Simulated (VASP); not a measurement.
A run of VASP 6.6.1 is set up as follows.

Contents of INCAR:

```
  ALGO = Normal
  EDIFF = 1E-6
  ENCUT = 520
  GGA = PE
  ISIF = 2
  ISMEAR = 0
  LASPH = T
  LCHARG = F
  LREAL = F
  LWAVE = F
  NBANDS = 11
  NELM = 80
  PREC = Accurate
  SIGMA = 0.1
```

File KPOINTS:

```
k-points
0
Gamma
  8 8 8
```

POSCAR

```
Si
1.0
    0.0000000000      2.6053390055      2.6053390055
    2.6053390055      0.0000000000      2.6053390055
    2.6053390055      2.6053390055      0.0000000000
Si
2
Direct
    0.2500000000      0.2500000000      0.2500000000
    0.0000000000      0.0000000000      0.0000000000
```

Potentials or basis: VASP PAW PBE potentials, release 64 (Si).

Launch:

```console
$ cat potpaw_PBE.64/Si/POTCAR > POTCAR
$ mpirun -np 1 vasp_std > vasp.out
```

Q: What does it give for the band gap on the k mesh?

A: 0.39 eV (least direct gap 2.61 eV).

Q: Predict the pressure.

A: 17.5 GPa.

Caveat: the cell stands under pressure; semilocal functionals underestimate gaps, and a narrow one can read as zero. A k mesh can miss the band edges.
